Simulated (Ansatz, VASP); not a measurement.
ZnS: VASP beside Ansatz

```
Zn S
1.0
     3.84556    0.00000    0.00000
    -1.92278    3.33035    0.00000
     0.00000    0.00000    6.30372
Zn S
2 2
Direct
  0.28693 0.60781 0.00520
  0.71307 0.39219 0.50520
  0.37083 0.71423 0.37980
  0.62917 0.28577 0.87980
```

Change from the starting cell: mode 4 frozen in at -0.065 Å and mode 5 at -0.196 Å (largest displacements).

Alike in both runs: task single point; functional PBE; k mesh 9 × 9 × 4; occupations gaussian, width 0.05 eV; no spin polarisation.

```csv
,VASP,Ansatz
version,VASP 6.6.1,Ansatz 0.2.0
potentials or method,"VASP PAW PBE potentials, release 64 (Zn, S), cutoff 520 eV","scalar-relativistic, plane waves, PAW"
valence electrons in the cell,36,36
```

|  | VASP | Ansatz | Ansatz less VASP |
| --- | --- | --- | --- |
| gap on the k mesh at the Fermi level (eV) | 2.00 | 2.00 | -0.002 |
| least direct gap on the mesh (eV) | 2.00 | 2.00 | -0.002 |
| pressure (GPa) | -0.2 | -0.3 | -0.16 |
| traceless stress, the component that is largest in VASP (GPa) | 0.46 | 0.45 | -0.007 |
| rms of the force components (eV/Å) | 0.121 | 0.122 | +0.0008 |

Atom by atom the forces differ by 0.002 eV/Å (rms over components).
